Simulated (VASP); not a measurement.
# Al (Fm-3m) in VASP: single point with PBE

Aim: the single point of Al with PBE.

All numbers are computed with VASP 6.6.1; they aren't measurements. Logs are shortened: lines on timing, memory, paths and dates and some standing lists are left out, and cuts for length are marked.

## (1) The cell of the first run

Symmetry: Fm-3m, No. 225, cubic system. Conventional cell: a = 4.050 Å, b = 4.050 Å, c = 4.050 Å, α = 90.00°, β = 90.00°, γ = 90.00°. Within 3.8 Å of Al (site symmetry m-3m) lie 12 Al at 2.86 Å.

## (2) Single point, PBE

INCAR

```
SYSTEM = Al
  ALGO = Normal
  EDIFF = 1E-6
  ENCUT = 500
  GGA = PE
  GGA_COMPAT = .FALSE.
  ISIF = 2
  ISMEAR = 1
  LASPH = .TRUE.
  LCHARG = .TRUE.
  LELF = .TRUE.
  LREAL = .FALSE.
  LVHAR = .TRUE.
  LWAVE = .FALSE.
  NBANDS = 8
  NELM = 120
  PREC = Accurate
  SIGMA = 0.1
```

KPOINTS

```
k-points
0
G
  15 15 15
  0 0 0
```

POSCAR

```
Al
1.0
    0.0000000000      2.0248050000      2.0248050000
    2.0248050000      0.0000000000      2.0248050000
    2.0248050000      2.0248050000      0.0000000000
Al
1
Direct
    0.0000000000      0.0000000000      0.0000000000
```

Potentials or basis: VASP PAW PBE potentials, release 64 (Al).

Started as:

```bash
cat potpaw_PBE.64/Al/POTCAR > POTCAR
mpirun -np 1 vasp_std > vasp.out
```

OUTCAR:

```text
SYSTEM = Al
   EDIFF = 1E-6
   ENCUT = 500
   GGA = PE
   ISIF = 2
   ISMEAR = 1
   LASPH = .TRUE.
   LREAL = .FALSE.
   NELM = 120
   PREC = Accurate

 ion  position               nearest neighbor table
   1  0.000  0.000  0.000-

  LATTYP: Found a face centered cubic cell.
 ALAT       =     4.0496100000

  Lattice vectors:

 A1 = (   0.0000000000,   2.0248050000,   2.0248050000)
 A2 = (   2.0248050000,   0.0000000000,   2.0248050000)
 A3 = (   2.0248050000,   2.0248050000,   0.0000000000)

Analysis of symmetry for initial positions (statically):
=====================================================================
 Subroutine PRICEL returns:
 Original cell was already a primitive cell.

 Routine SETGRP: Setting up the symmetry group for a
 face centered cubic supercell.

 Subroutine GETGRP returns: Found 48 space group operations
 (whereof 48 operations were pure point group operations)
 out of a pool of 48 trial point group operations.

The static configuration has the point symmetry O_h .

Analysis of symmetry for dynamics (positions and initial velocities):
=====================================================================
 Subroutine PRICEL returns:
 Original cell was already a primitive cell.

 Routine SETGRP: Setting up the symmetry group for a
 face centered cubic supercell.

 Subroutine GETGRP returns: Found 48 space group operations
 (whereof 48 operations were pure point group operations)
 out of a pool of 48 trial point group operations.

The dynamic configuration has the point symmetry O_h .

 Subroutine INISYM returns: Found 48 space group operations
 (whereof 48 operations are pure point group operations),
 and found     1 'primitive' translations

----------------------------------------------------------------------------------------

                                     Primitive cell

  volume of cell :      16.6027

  direct lattice vectors                    reciprocal lattice vectors
     0.000000000  2.024805000  2.024805000    -0.246937359  0.246937359  0.246937359
     2.024805000  0.000000000  2.024805000     0.246937359 -0.246937359  0.246937359
     2.024805000  2.024805000  0.000000000     0.246937359  0.246937359 -0.246937359

  length of vectors
     2.863506692  2.863506692  2.863506692     0.427708053  0.427708053  0.427708053

  position of ions in fractional coordinates (direct lattice)
     0.000000000  0.000000000  0.000000000

  ion indices of the primitive-cell ions
   primitive index   ion index
                 1           1
[... 70 lines left out ...]
   ENCUT  =  500.0 eV  36.75 Ry    6.06 a.u.   5.22  5.22  5.22*2*pi/ulx,y,z
   NELM   =    120;   NELMIN=  2; NELMDL= -5     # of ELM steps
   EDIFF  = 0.1E-05   stopping-criterion for ELM
   LREAL  =      F    real-space projection
   EDIFFG = 0.1E-04   stopping-criterion for IOM
   NSW    =      0    number of steps for IOM
   IBRION =     -1    ionic relax: 0-MD 1-quasi-New 2-CG
   NFREE  =      0    steps in history (QN), initial steepest desc. (CG)
   ISIF   =      2    stress and relaxation
   ISYM   =      2    0-nonsym 1-usesym 2-fastsym
   POTIM  = 0.5000    time-step for ionic-motion
   TEBEG  =    0.0;   TEEND  =   0.0 temperature during run
   PSTRESS=    0.0 pullay stress
   NELECT =       3.0000    total number of electrons
   NUPDOWN=      -1.0000    fix difference up-down
   EMIN   =  10.00;   EMAX   =-10.00  energy-range for DOS
   EFERMI =   0.00;   METHOD = LEGACY
   ISMEAR =     1;   SIGMA  =   0.10  broadening in eV -4-tet -1-fermi 0-gaus
   EFERMI_NEDOS =   21; number of points for ismear=-14 and -15
   IALGO  =     38    algorithm
   IMIX   =      4    mixing-type and parameters
     AMIX     =   0.40;   BMIX     =  1.00
     AMIX_MAG =   1.60;   BMIX_MAG =  1.00
  volume/ion in A,a.u.               =      16.60       112.04
  Fermi-wavevector in a.u.,A,eV,Ry     =   0.925526  1.748991 11.654733  0.856599
  Thomas-Fermi vector in A             =   2.051390
   LORBIT       =      0    0 simple, 1 ext, 2 COOP (PROOUT), +10 PAW based schemes
   GGA     = PE    functional components
   LHFCALC =     F    Hartree Fock is set to
   AEXX    =    0.0000 exact exchange contribution
   IVDW    =     0    specifies the selected vdW correction
   LEPSILON=     F    determine dielectric tensor
   LRPA    =     F    only Hartree local field effects (RPA)
 non-spin polarized calculation
 Methfessel and Paxton  Order N= 1 SIGMA  =   0.10
  energy-cutoff  :      500.00
  volume of cell :       16.60
 maximum number of plane-waves:       440
 NGX is ok and might be reduce to    24
   NGX = 11   NGY = 11   NGZ = 11

 number of electron       3.0000000 magnetization

 Free energy of the ion-electron system (eV)
  ---------------------------------------------------
  ext. energy  EPLUGINS =         0.00000000
  ---------------------------------------------------
  free energy    TOTEN  =        -3.74535268 eV

  energy without entropy =       -3.74522469  energy(sigma->0) =       -3.74531002

 E-fermi :   8.0931     XC(G=0): -10.1745

 val. band max:        8.0836004740   @ k =   0.4000   0.1333   0.0000
 cond. band min:       8.1424676130   @ k =  -0.2667   0.2667   0.0667
 fundamental gap:      0.0588671390
 Fermi energy:         8.0931304083

 k-point     1 :       0.0000    0.0000    0.0000
  band No.  band energies     occupation
      1      -3.1563      2.00000
      2      20.5201      0.00000
      3      20.5201      0.00000
      4      20.5201      0.00000
      5      21.9647      0.00000
      6      21.9647      0.00000
      7      21.9647      0.00000
      8      24.3561      0.00000
[... 243 lines left out ...]
 k-point    24 :       0.2000    0.1333    0.0000
  band No.  band energies     occupation
      1      -2.0771      2.00000
      2      15.2607      0.00000
      3      16.9799      0.00000
      4      18.1826      0.00000
      5      20.3620      0.00000
      6      20.9101      0.00000
      7      26.2494      0.00000
      8      26.6941      0.00000

 [... further k-points ...]
[... 5 lines left out ...]
  --------------------------------------------------------------------------------------
  -------------------------------------------------------------------------------------
  Total       -0.0709113     -0.0709113     -0.0709113      0.0000000      0.0000000     -0.0000000
  in kB       -6.8430005     -6.8430005     -6.8430005      0.0000000      0.0000000     -0.0000000
  external PRESSURE =      -6.8430005 kB  Pullay stress =       0.0000000 kB

 VOLUME and BASIS-vectors are now :
 -----------------------------------------------------------------------------
  energy-cutoff  :      500.00
  volume of cell :       16.60
      direct lattice vectors                 reciprocal lattice vectors
     0.000000000  2.024805000  2.024805000    -0.246937359  0.246937359  0.246937359
     2.024805000  0.000000000  2.024805000     0.246937359 -0.246937359  0.246937359
     2.024805000  2.024805000  0.000000000     0.246937359  0.246937359 -0.246937359

 POSITION                                       TOTAL-FORCE (eV/Angst)
 -----------------------------------------------------------------------------------
      0.00000      0.00000      0.00000         0.000000      0.000000      0.000000
 -----------------------------------------------------------------------------------
    total drift:                                0.000000     -0.000000     -0.000000

  FREE ENERGIE OF THE ION-ELECTRON SYSTEM (eV)
  ---------------------------------------------------
  free  energy   TOTEN  =        -3.7453526804 eV

  energy  without entropy=       -3.7452246918  energy(sigma->0) =       -3.74531002
```

stdout:

```text
POSCAR found type information on POSCAR Al
 POSCAR found :  1 types and       1 ions
 scaLAPACK will be used
 LDA part: xc-table for (Slater+PW92), standard interpolation
 POSCAR, INCAR and KPOINTS ok, starting setup
 FFT: planning ... GRIDC
 FFT: planning ... GRID_SOFT
 FFT: planning ... GRID
 WAVECAR not read
 entering main loop
```

Wall time 16 s (1 thread of AMD EPYC 9R45 (Zen 5), shared host); peak memory 0.1 GiB.

What came out:

```
Free energy : -3.7454 eV
Pressure    : -0.7 GPa
```
